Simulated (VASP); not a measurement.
# SiNi3 (P-6m2) in VASP: a series of runs

The runs below take SiNi3 through single point, with PBE.

Program: VASP 6.6.1. These are calculated values, not measurements. Logs are shortened: lines on timing, memory, paths and dates and some standing lists are left out, and cuts for length are marked.

## 1. The cell of the first run

The structure is hexagonal, space group P-6m2 (No. 187). Conventional cell: a = 3.888 Å, b = 3.888 Å, c = 4.170 Å, α = 90.00°, β = 90.00°, γ = 120.00°. Si (site symmetry -6m2) has 5 Ni at 2.09 to 2.24 Å within 2.8 Å. Ni (site symmetry -6m2) has 3 Si at 2.24 Å within 3.0 Å. Within 2.8 Å of Ni (site symmetry -6m2) lie 2 Si at 2.09 Å and 3 Ni at 2.24 Å. Ni (site symmetry -6m2) has 3 Ni at 2.24 Å within 3.0 Å.

## 2. Single point, PBE, collinear spin, ferromagnetic start

Contents of INCAR:

```
PREC = Accurate
ENCUT = 520
EDIFF = 1E-6
ISMEAR = 0
SIGMA = 0.1
LREAL = False
LASPH = True
NELM = 150
ALGO = Normal
ISIF = 2
LWAVE = False
LCHARG = False
ISPIN = 2
MAGMOM = 0 2 2 2
LORBIT = 11
LMAXMIX = 4
GGA = PE
NBANDS = 29
```

Contents of KPOINTS:

```
Automatic mesh
0
Gamma
  6 6 4
```

Contents of POSCAR:

```
SiNi3
1.0
    3.8875483000      0.0000000000      0.0000000000
   -1.9437741500      3.3667155900      0.0000000000
    0.0000000000      0.0000000000      4.1700783200
Si Ni
1 3
Direct
    0.0000000000      0.0000000000      0.0000000000
    0.6666666700      0.3333333300      0.0000000000
    0.0000000000      0.0000000000      0.5000000000
    0.3333333300      0.6666666700      0.5000000000
```

Potentials or basis: VASP PAW PBE potentials, release 64 (Si, Ni).

Started as:

```bash
$ cat potpaw_PBE.64/Si/POTCAR potpaw_PBE.64/Ni/POTCAR > POTCAR
$ mpirun -np 1 vasp_std > vasp.out
```

OUTCAR:

```text
PREC = Accurate
   ENCUT = 520
   EDIFF = 1E-6
   ISMEAR = 0
   LREAL = False
   LASPH = True
   NELM = 150
   ISIF = 2
   ISPIN = 2
   LORBIT = 11
   GGA = PE

 ion  position               nearest neighbor table
   1  0.000  0.000  0.000-   3 2.09   3 2.09   2 2.24   2 2.24   2 2.24   4 3.06   4 3.06   4 3.06
                             4 3.06   4 3.06   4 3.06
   2  0.667  0.333  0.000-   1 2.24   1 2.24   1 2.24   3 3.06   3 3.06   4 3.06   4 3.06   4 3.06
                             4 3.06   3 3.06   3 3.06   3 3.06   3 3.06   4 3.06   4 3.06
   3  0.000  0.000  0.500-   1 2.09   1 2.09   4 2.24   4 2.24   4 2.24   2 3.06   2 3.06   2 3.06
                             2 3.06   2 3.06   2 3.06
   4  0.333  0.667  0.500-   3 2.24   3 2.24   3 2.24   1 3.06   1 3.06   2 3.06   2 3.06   2 3.06
                             2 3.06   1 3.06   1 3.06   1 3.06   1 3.06   2 3.06   2 3.06

  LATTYP: Found a hexagonal cell.
 ALAT       =     3.8875483000
 C/A-ratio  =     1.0726756295

  Lattice vectors:

 A1 = (   3.8875483000,   0.0000000000,   0.0000000000)
 A2 = (  -1.9437741500,   3.3667155900,   0.0000000000)
 A3 = (   0.0000000000,   0.0000000000,   4.1700783200)

Analysis of symmetry for initial positions (statically):
=====================================================================
 Subroutine PRICEL returns:
 Original cell was already a primitive cell.

 Routine SETGRP: Setting up the symmetry group for a
 hexagonal supercell.

 Subroutine GETGRP returns: Found 12 space group operations
 (whereof 12 operations were pure point group operations)
 out of a pool of 24 trial point group operations.

The static configuration has the point symmetry D_3h.

Analysis of symmetry for dynamics (positions and initial velocities):
=====================================================================
 Subroutine PRICEL returns:
 Original cell was already a primitive cell.

 Routine SETGRP: Setting up the symmetry group for a
 hexagonal supercell.

 Subroutine GETGRP returns: Found 12 space group operations
 (whereof 12 operations were pure point group operations)
 out of a pool of 24 trial point group operations.

The dynamic configuration has the point symmetry D_3h.

Analysis of structural, dynamic, and magnetic symmetry:
=====================================================================
 Subroutine PRICEL returns:
 Original cell was already a primitive cell.

 Routine SETGRP: Setting up the symmetry group for a
 hexagonal supercell.

 Subroutine GETGRP returns: Found 12 space group operations
 (whereof 12 operations were pure point group operations)
 out of a pool of 24 trial point group operations.

The overall configuration has the point symmetry D_3h.

 Subroutine INISYM returns: Found 12 space group operations
 (whereof 12 operations are pure point group operations),
 and found     1 'primitive' translations

----------------------------------------------------------------------------------------

                                     Primitive cell

  volume of cell :      54.5791

  direct lattice vectors                    reciprocal lattice vectors
     3.887548300  0.000000000  0.000000000     0.257231531  0.148512693  0.000000000
    -1.943774150  3.366715590  0.000000000     0.000000000  0.297025387  0.000000000
     0.000000000  0.000000000  4.170078320     0.000000000  0.000000000  0.239803650

  length of vectors
     3.887548300  3.887548303  4.170078320     0.297025387  0.297025387  0.239803650

  position of ions in fractional coordinates (direct lattice)
     0.000000000  0.000000000  0.000000000
     0.666666670  0.333333330  0.000000000
     0.000000000  0.000000000  0.500000000
     0.333333330  0.666666670  0.500000000

  ion indices of the primitive-cell ions
   primitive index   ion index
                 1           1
                 2           2
                 3           3
                 4           4

----------------------------------------------------------------------------------------

 KPOINTS: Automatic mesh

Automatic generation of k-mesh.
 Grid dimensions read from file:
 generate k-points for:    6    6    4

 Generating k-lattice:

  Cartesian coordinates                     Fractional coordinates (reciprocal lattice)
     0.042871922  0.024752116  0.000000000     0.166666667  0.000000000  0.000000000
     0.000000000  0.049504231  0.000000000     0.000000000  0.166666667  0.000000000
     0.000000000  0.000000000  0.059950912     0.000000000  0.000000000  0.250000000

  Length of vectors
     0.049504231  0.049504231  0.059950912

  Shift w.r.t. Gamma in fractional coordinates (k-lattice)
     0.000000000  0.000000000  0.000000000

 Subroutine IBZKPT returns following result:
 ===========================================

 Found     21 irreducible k-points:

 Following reciprocal coordinates:
            Coordinates               Weight
  0.000000  0.000000  0.000000      1.000000
  0.166667  0.000000  0.000000      6.000000
  0.333333  0.000000  0.000000      6.000000
  0.500000  0.000000  0.000000      3.000000
  0.166667  0.166667  0.000000      6.000000
  0.333333  0.166667  0.000000     12.000000
[... 13 lines left out ...]
  0.333333  0.166667  0.500000     12.000000
  0.333333  0.333333  0.500000      2.000000
   k-points           NKPTS =     21   k-points in BZ     NKDIM =     21   number of bands    NBANDS=     29
   number of dos      NEDOS =    301   number of ions     NIONS =      4
   total plane-waves  NPLWV =  28800
   dimension x,y,z NGX =    30 NGY =   30 NGZ =   32
   dimension x,y,z NGXF=    60 NGYF=   60 NGZF=   64
   ions per type =               1   3
   NGX,Y,Z   is equivalent  to a cutoff of  12.83, 12.83, 12.76 a.u.
   NGXF,Y,Z  is equivalent  to a cutoff of  25.66, 25.66, 25.51 a.u.
 SYSTEM =  unknown system
   PREC   = accura    normal or accurate (medium, high low for compatibility)
   ISTART =      0    job   : 0-new  1-cont  2-samecut
   ICHARG =      2    charge: 1-file 2-atom 10-const
   ISPIN  =      2    spin polarized calculation?
   LNONCOLLINEAR =      F non collinear calculations
   LSORBIT =      F    spin-orbit coupling
   LASPH  =      T    aspherical Exc in radial PAW
   ENCUT  =  520.0 eV  38.22 Ry    6.18 a.u.   7.23  7.23  7.75*2*pi/ulx,y,z
   NELM   =    150;   NELMIN=  2; NELMDL= -5     # of ELM steps
   EDIFF  = 0.1E-05   stopping-criterion for ELM
   LREAL  =      F    real-space projection
   EDIFFG = 0.1E-04   stopping-criterion for IOM
   NSW    =      0    number of steps for IOM
   IBRION =     -1    ionic relax: 0-MD 1-quasi-New 2-CG
   NFREE  =      0    steps in history (QN), initial steepest desc. (CG)
   ISIF   =      2    stress and relaxation
   ISYM   =      2    0-nonsym 1-usesym 2-fastsym
   POTIM  = 0.5000    time-step for ionic-motion
   TEBEG  =    0.0;   TEEND  =   0.0 temperature during run
   PSTRESS=    0.0 pullay stress
   NELECT =      34.0000    total number of electrons
   NUPDOWN=      -1.0000    fix difference up-down
   EMIN   =  10.00;   EMAX   =-10.00  energy-range for DOS
   EFERMI =   0.00;   METHOD = LEGACY
   ISMEAR =     0;   SIGMA  =   0.10  broadening in eV -4-tet -1-fermi 0-gaus
   EFERMI_NEDOS =   21; number of points for ismear=-14 and -15
   IALGO  =     38    algorithm
   IMIX   =      4    mixing-type and parameters
     AMIX     =   0.40;   BMIX     =  1.00
     AMIX_MAG =   1.60;   BMIX_MAG =  1.00
  volume/ion in A,a.u.               =      13.64        92.08
  Fermi-wavevector in a.u.,A,eV,Ry     =   1.398167  2.642152 26.597627  1.954870
  Thomas-Fermi vector in A             =   2.521351
   LORBIT       =     11    0 simple, 1 ext, 2 COOP (PROOUT), +10 PAW based schemes
   GGA     = PE    functional components
   LHFCALC =     F    Hartree Fock is set to
   AEXX    =    0.0000 exact exchange contribution
   IVDW    =     0    specifies the selected vdW correction
   LEPSILON=     F    determine dielectric tensor
   LRPA    =     F    only Hartree local field effects (RPA)
 spin polarized calculation
 Gauss-broadening in eV      SIGMA  =   0.10
  energy-cutoff  :      520.00
  volume of cell :       54.58
 maximum number of plane-waves:      1488
 NGX is ok and might be reduce to    30
   NGX = 15   NGY = 15   NGZ = 15

 number of electron      34.0000013 magnetization      -0.0170818

 number of electron      34.0000013 magnetization       0.0000301

 Free energy of the ion-electron system (eV)
  ---------------------------------------------------
  ext. energy  EPLUGINS =         0.00000000
  ---------------------------------------------------
  free energy    TOTEN  =       -20.48874649 eV

  energy without entropy =      -20.47387945  energy(sigma->0) =      -20.48131297

 E-fermi :   7.4761     XC(G=0): -11.6417

 val. band max:        7.4335493995   @ k =   0.5000   0.0000   0.0000
 cond. band min:       7.5213125339   @ k =   0.3333   0.1667   0.5000
 fundamental gap:      0.0877631344
 Fermi energy:         7.4761276394

 spin component 1

 k-point     1 :       0.0000    0.0000    0.0000
  band No.  band energies     occupation
      1      -3.0445      1.00000
      2       3.2868      1.00000
      3       4.1083      1.00000
      4       4.1083      1.00000
      5       4.8349      1.00000
      6       4.8349      1.00000
[... 661 lines left out ...]
     28      21.3823      0.00000
     29      21.5996      0.00000
 Fermi energy:         7.4761276394

 spin component 2

 k-point     1 :       0.0000    0.0000    0.0000
  band No.  band energies     occupation
      1      -3.0445      1.00000
      2       3.2868      1.00000
      3       4.1083      1.00000
      4       4.1083      1.00000
      5       4.8349      1.00000
      6       4.8349      1.00000
[... 661 lines left out ...]
     28      21.3823      0.00000
     29      21.5996      0.00000

------------------------ aborting loop because EDIFF is reached ----------------------------------------

  FORCE on cell =-STRESS in cart. coord.  units (eV):
  Direction    XX          YY          ZZ          XY          YZ          ZX
  --------------------------------------------------------------------------------------
  -------------------------------------------------------------------------------------
  Total        0.6757219      0.6757219      1.1613658      0.0000000      0.0000000      0.0000000
  in kB       19.8359092     19.8359092     34.0920534      0.0000000      0.0000000      0.0000000
  external PRESSURE =      24.5879573 kB  Pullay stress =       0.0000000 kB

 VOLUME and BASIS-vectors are now :
 -----------------------------------------------------------------------------
  energy-cutoff  :      520.00
  volume of cell :       54.58
      direct lattice vectors                 reciprocal lattice vectors
     3.887548300  0.000000000  0.000000000     0.257231531  0.148512693  0.000000000
    -1.943774150  3.366715590  0.000000000     0.000000000  0.297025387  0.000000000
     0.000000000  0.000000000  4.170078320     0.000000000  0.000000000  0.239803650

 POSITION                                       TOTAL-FORCE (eV/Angst)
 -----------------------------------------------------------------------------------
      0.00000      0.00000      0.00000        -0.000000      0.000000      0.000000
      1.94377      1.12224      0.00000         0.000000      0.000000      0.000000
      0.00000      0.00000      2.08504        -0.000000      0.000000      0.000000
     -0.00000      2.24448      2.08504         0.000000      0.000000      0.000000
 -----------------------------------------------------------------------------------
    total drift:                               -0.000002      0.000001      0.000000

  FREE ENERGIE OF THE ION-ELECTRON SYSTEM (eV)
  ---------------------------------------------------
  free  energy   TOTEN  =       -20.4887464858 eV

  energy  without entropy=      -20.4738794508  energy(sigma->0) =      -20.48131297

 total charge

# of ion       s       p       d       tot
------------------------------------------
    1        0.809   0.895   0.000   1.704
    2        0.425   0.395   8.447   9.267
    3        0.563   0.574   8.501   9.638
    4        0.432   0.336   8.366   9.133
--------------------------------------------------
tot          2.228   2.201  25.313  29.742

 magnetization (x)

# of ion       s       p       d       tot
------------------------------------------
    1       -0.000  -0.000   0.000  -0.000
    2        0.000   0.000  -0.000  -0.000
    3       -0.000   0.000   0.000   0.000
    4       -0.000  -0.000   0.000   0.000
--------------------------------------------------
tot         -0.000  -0.000   0.000   0.000
```

It took 66 s on 1 thread of Intel Xeon Platinum 8488C (Sapphire Rapids), shared host; peak memory 0.21 GiB.

What came out:

* Free energy: -20.4887 eV
* Pressure: 2.5 GPa
* Band gap on the k mesh: zero (filled and empty bands overlap)
* Net moment: 0.00 μB per cell
* Valence electrons inside the program's atomic spheres: Si 1.70; Ni 9.27, 9.64, 9.13

Stress tensor (GPa, compression positive):
```
1.98 0.00 0.00
0.00 1.98 0.00
0.00 0.00 3.41
```

Caveat: the k points lie up to 0.38 Å⁻¹ apart; the starting moments collapsed, and a magnetic state may lie lower.

## 3. Single point, PBE, collinear spin, ferromagnetic start

This run uses another cell than the first one, of 13.89 Å³/atom, 1.018 times its volume.

Contents of INCAR:

```
SYSTEM = SiNi3
ALGO = Fast
EDIFF = 1E-7
ENCUT = 520
GGA = PE
ISIF = 2
ISMEAR = 0
ISPIN = 2
LASPH = .True.
LCHARG = .False.
LMAXMIX = 4
LORBIT = 11
LREAL = .False.
LWAVE = .False.
MAGMOM = 0 2 2 2
NBANDS = 29
NELM = 150
PREC = Accurate
SIGMA = 0.1
```

Contents of KPOINTS:

```
k-points
0
Gamma
  6 6 4
  0 0 0
```

Contents of POSCAR:

```
SiNi3
1.0
    3.9045668656      0.0000000000      0.0000000000
   -1.9522834328      3.3814540964      0.0000000000
    0.0000000000      0.0000000000      4.2068712172
Si Ni
1 3
Direct
    0.0000000000      0.0000000000      0.0000000000
    0.6666666667      0.3333333333      0.0000000000
    0.0000000000      0.0000000000      0.5000000000
    0.3333333333      0.6666666667      0.5000000000
```

Potentials or basis: VASP PAW PBE potentials, release 64 (Si, Ni).

Started as:

```bash
$ cat potpaw_PBE.64/Si/POTCAR potpaw_PBE.64/Ni/POTCAR > POTCAR
$ mpirun -np 1 vasp_std > vasp.out
```

OUTCAR:

```text
SYSTEM = SiNi3
   EDIFF = 1E-7
   ENCUT = 520
   GGA = PE
   ISIF = 2
   ISMEAR = 0
   ISPIN = 2
   LASPH = .True.
   LORBIT = 11
   LREAL = .False.
   NELM = 150
   PREC = Accurate

 ion  position               nearest neighbor table
   1  0.000  0.000  0.000-   3 2.10   3 2.10   2 2.25   2 2.25   2 2.25   4 3.08   4 3.08   4 3.08
                             4 3.08   4 3.08   4 3.08
   2  0.667  0.333  0.000-   1 2.25   1 2.25   1 2.25   4 3.08   4 3.08   3 3.08   3 3.08   4 3.08
                             4 3.08   3 3.08   3 3.08   3 3.08   3 3.08   4 3.08   4 3.08
   3  0.000  0.000  0.500-   1 2.10   1 2.10   4 2.25   4 2.25   4 2.25   2 3.08   2 3.08   2 3.08
                             2 3.08   2 3.08   2 3.08
   4  0.333  0.667  0.500-   3 2.25   3 2.25   3 2.25   2 3.08   2 3.08   1 3.08   1 3.08   2 3.08
                             2 3.08   1 3.08   1 3.08   1 3.08   1 3.08   2 3.08   2 3.08

  LATTYP: Found a hexagonal cell.
 ALAT       =     3.9045668656
 C/A-ratio  =     1.0774232743

  Lattice vectors:
[... 1554 lines left out ...]

  FORCE on cell =-STRESS in cart. coord.  units (eV):
  Direction    XX          YY          ZZ          XY          YZ          ZX
  --------------------------------------------------------------------------------------
  -------------------------------------------------------------------------------------
  Total        0.0450510      0.0450510      0.0413134      0.0000000      0.0000000      0.0000000
  in kB        1.2995096      1.2995096      1.1916972      0.0000000      0.0000000      0.0000000
  external PRESSURE =       1.2635721 kB  Pullay stress =       0.0000000 kB

 VOLUME and BASIS-vectors are now :
 -----------------------------------------------------------------------------
  energy-cutoff  :      520.00
  volume of cell :       55.54
      direct lattice vectors                 reciprocal lattice vectors
     3.904566866  0.000000000  0.000000000     0.256110353  0.147865382  0.000000000
    -1.952283433  3.381454096  0.000000000     0.000000000  0.295730763  0.000000000
     0.000000000  0.000000000  4.206871217     0.000000000  0.000000000  0.237706350

 POSITION                                       TOTAL-FORCE (eV/Angst)
 -----------------------------------------------------------------------------------
      0.00000      0.00000      0.00000        -0.000000     -0.000000      0.000000
      1.95228      1.12715      0.00000        -0.000000      0.000000      0.000000
      0.00000      0.00000      2.10344         0.000000     -0.000000      0.000000
     -0.00000      2.25430      2.10344        -0.000000     -0.000000      0.000000
 -----------------------------------------------------------------------------------
    total drift:                               -0.000001      0.000001      0.000000

  FREE ENERGIE OF THE ION-ELECTRON SYSTEM (eV)
  ---------------------------------------------------
  free  energy   TOTEN  =       -20.4971331822 eV

  energy  without entropy=      -20.4823548091  energy(sigma->0) =      -20.48974400

 total charge

# of ion       s       p       d       tot
------------------------------------------
    1        0.806   0.885   0.000   1.691
    2        0.422   0.385   8.441   9.248
    3        0.554   0.556   8.488   9.598
    4        0.428   0.326   8.362   9.115
--------------------------------------------------
tot          2.210   2.151  25.290  29.652

 magnetization (x)

# of ion       s       p       d       tot
------------------------------------------
    1        0.000   0.000   0.000   0.000
    2       -0.000   0.000   0.000   0.000
    3        0.000   0.000  -0.000  -0.000
    4       -0.000   0.000  -0.000  -0.000
--------------------------------------------------
tot         -0.000   0.000  -0.000  -0.000
```

Wall time 76 s (1 thread of Intel Xeon Platinum 8488C (Sapphire Rapids), shared host); peak memory 0.21 GiB.

What came out:

```yaml
Free_energy: -20.4971 eV
Pressure: 0.1 GPa
Band_gap_on_the_k_mesh: zero (filled and empty bands overlap)
Net_moment: 0.00 μB per cell
Valence_electrons_inside_the_program's_atomic_spheres: Si 1.69; Ni 9.25, 9.60, 9.12
```

Caveat: the k points lie up to 0.37 Å⁻¹ apart; the starting moments collapsed, and a magnetic state may lie lower.

## 4. Single point, PBE

This run uses another cell than the first one, of 13.90 Å³/atom, 1.018 times its volume.

Contents of INCAR:

```
  PREC = Accurate
  ENCUT = 520
  EDIFF = 1E-7
  ISMEAR = 0
  SIGMA = 0.1
  LREAL = False
  LASPH = True
  NELM = 60
  ALGO = Fast
  ISIF = 2
  LWAVE = False
  LCHARG = False
  GGA = PE
  NBANDS = 25
```

Contents of KPOINTS:

```
regular mesh
0
Gamma
  12 12 12
```

Contents of POSCAR:

```
SiNi3
1.0
    3.9085570912      0.0000000000      0.0000000000
   -1.9542785456      3.3849097331      0.0000000000
    0.0000000000      0.0000000000      4.2014455738
Si Ni
1 3
Direct
    0.0000000000      0.0000000000      0.0000000000
    0.6666666667      0.3333333333      0.0000000000
    0.0000000000      0.0000000000      0.5000000000
    0.3333333333      0.6666666667      0.5000000000
```

Started as:

```bash
$ cat potpaw_PBE.64/Si/POTCAR potpaw_PBE.64/Ni/POTCAR > POTCAR
$ mpirun -np 1 vasp_std > vasp.out
```

It took 3.9 min on 1 thread of Intel Xeon Platinum 8488C (Sapphire Rapids), shared host; peak memory 0.28 GiB.

It converged, with:

| Item | Value |
| --- | --- |
| Free energy | -20.4910 eV |
| Pressure | 0.1 GPa |
| Band gap on the k mesh | zero (band 17 reaches 7.59 eV, above the bottom of band 18 at 7.18 eV) |

Stress tensor (GPa, compression positive):
```
0.09 0.00 0.00
0.00 0.09 0.00
0.00 0.00 0.18
```

Levels at points of the mesh, in eV from the Fermi level:
| k point | band 14 | band 15 | band 16 | band 17 | band 18 | band 19 | band 20 | band 21 |
| --- | --- | --- | --- | --- | --- | --- | --- | --- |
| (0.00, 0.00, 0.00) | -1.66 | -0.97 | -0.50 | -0.50 | 2.41 | 2.86 | 2.86 | 5.51 |
| (0.50, 0.00, 0.00) | -0.83 | -0.53 | -0.52 | -0.41 | -0.03 | 1.31 | 3.58 | 3.91 |
| (0.00, 0.00, 0.50) | -0.99 | -0.89 | -0.89 | -0.68 | 3.71 | 3.71 | 4.82 | 6.35 |
| (0.50, 0.00, 0.50) | -0.76 | -0.54 | -0.46 | -0.45 | -0.04 | 0.74 | 1.85 | 4.08 |
